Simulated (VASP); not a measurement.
Here is a VASP 6.6.1 calculation.

The input INCAR:

```
SYSTEM = GaN
PREC = Accurate
ENCUT = 600
EDIFF = 1E-6
ISMEAR = 0
SIGMA = 0.01
LREAL = .FALSE.
LASPH = .TRUE.
NELM = 120
ALGO = Normal
ISIF = 2
LWAVE = .FALSE.
LCHARG = .FALSE.
GGA = PE
NBANDS = 16
GGA_COMPAT = .FALSE.
```

Contents of KPOINTS:

```
Automatic mesh
0
G
  8 8 8
  0 0 0
```

Contents of POSCAR:

```
GaN
1.0
    3.1869310000      0.0000000000      0.0000000000
    1.5934655000      2.7599632061      0.0000000000
    1.5934655000      0.9199877354      2.6021182652
Ga N
1 1
Direct
    0.0000000000      0.0000000000      0.0000000000
    0.7500000000      0.7500000000      0.7500000000
```

Potentials or basis: VASP PAW PBE potentials, release 64 (Ga_d, N).

Command:

```bash
$ cat potpaw_PBE.64/Ga_d/POTCAR potpaw_PBE.64/N/POTCAR > POTCAR
$ mpirun -np 1 vasp_std > vasp.out
```

(1) Estimate the band gap on the k mesh.

(2) What does it give for the pressure?

Results:

(1) 1.72 eV, direct.

(2) 4.9 GPa.
